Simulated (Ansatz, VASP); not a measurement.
# Two plane-wave programs on LuScN2

File INCAR:

```
PREC     = Accurate       # precision mode
ENCUT    = 520            # plane-wave cutoff, eV
EDIFF    = 1E-6           # SCF threshold, eV
ISMEAR   = -1             # smearing method
SIGMA    = 0.02           # smearing width, eV
LREAL    = False          # projectors in reciprocal space
LASPH    = True           # aspherical terms in the spheres
NELM     = 100            # most SCF steps
ALGO     = Normal         # electronic algorithm
ISIF     = 2              # what is computed and relaxed
LWAVE    = False          # write WAVECAR
LCHARG   = False          # write CHGCAR
GGA      = PE             # functional
NBANDS   = 31             # bands
```

KPOINTS

```
Automatic mesh
0
Gamma
  6 6 4
```

Contents of POSCAR:

```
LuScN2
1.0
    3.3506878217      0.0000000000      0.0000000000
    0.0000000000      3.3506878217      0.0000000000
    0.0000000000      0.0000000000      4.7266953460
Sc N Lu
1 2 1
Direct
    0.0000000000      0.0000000000      0.0000000000
    0.0000000000      0.0000000000      0.5000000000
    0.5000000000      0.5000000000      0.0000000000
    0.5000000000      0.5000000000      0.5000000000
```

Input for Ansatz:

```yaml
crystal:
  lattice:
    - [3.3506878217, 0.0, 0.0]
    - [0.0, 3.3506878217, 0.0]
    - [0.0, 0.0, 4.726695346]
  atoms:
    - { symbol: Sc, position: [0.0, 0.0, 0.0] }
    - { symbol: "N", position: [0.0, 0.0, 0.5] }
    - { symbol: Lu, position: [0.5, 0.5, 0.5] }
    - { symbol: "N", position: [0.5, 0.5, 0.0] }
kpoints:
  mp_grid: { grid: [6, 6, 4] }
hamiltonian:
  xc: pbe
scf:
  occupations: { method: fermi_dirac, width: 0.02 }
  n_extra_bands: 5
output:
  forces: true
  stress: true
  eigenvalues: true
```

Alike in both runs: task single point; functional PBE; k mesh 6 × 6 × 4; occupations fermi-dirac, width 0.02 eV; no spin polarisation.

|  | VASP | Ansatz |
| --- | --- | --- |
| version | VASP 6.6.1 | Ansatz 0.2.0 |
| potentials or method | VASP PAW PBE potentials, release 64 (Sc_sv, N, Lu) | plane waves, PAW |
| plane-wave cutoff (eV) | 520 | 420 |
| valence electrons in the cell | 46 | 46 |

```csv
,VASP,Ansatz,Ansatz less VASP
pressure (GPa),-8.6,-9.4,-0.76
```

The functional is the same, so the differences come from potentials, cutoffs and numerics.

Spin-orbit coupling is off throughout.
